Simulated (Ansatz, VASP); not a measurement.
## SiSeF2 in VASP and in Ansatz

```
Si Se F
1.0
     2.77885    0.00000    0.00000
    -1.38942    2.40655    0.00000
     0.00000    0.00000   10.52236
Si Se F
1 1 2
Direct
  0.00000 0.00000 0.00000
  0.00000 0.00000 0.50000
  0.00000 0.00000 0.84547
  0.00000 0.00000 0.15453
```

Alike in both runs: functional PBE; k mesh 18 × 18 × 6; occupations gaussian, width 0.1 eV; no spin polarisation.

Ansatz relaxed the structure, and its values are those at the end. VASP's run is a single point on that final structure, the one shown.

|  | VASP | Ansatz |
| --- | --- | --- |
| version | VASP 6.6.1 | Ansatz 0.2.0 |
| potentials or method | VASP PAW PBE potentials, release 64 (Si, Se, F), cutoff 520 eV | scalar-relativistic, plane waves, PAW |
| valence electrons in the cell | 24 | 34 |

|  | VASP | Ansatz | Ansatz less VASP |
| --- | --- | --- | --- |
| gap on the k mesh at the Fermi level (eV) | none | none | - |
| pressure (GPa) | 0.3 | 0.0 | -0.33 |
| rms of the force components (eV/Å) | 0.093 | 0.000 | -0.0926 |

A gap of «none» marks a metal or a gap that the smearing closes. The functional is the same, so the differences come from potentials, cutoffs and numerics. VASP's potentials hold 24 valence electrons a cell and Ansatz's 34, so a difference there can come from the potentials and not from the codes.
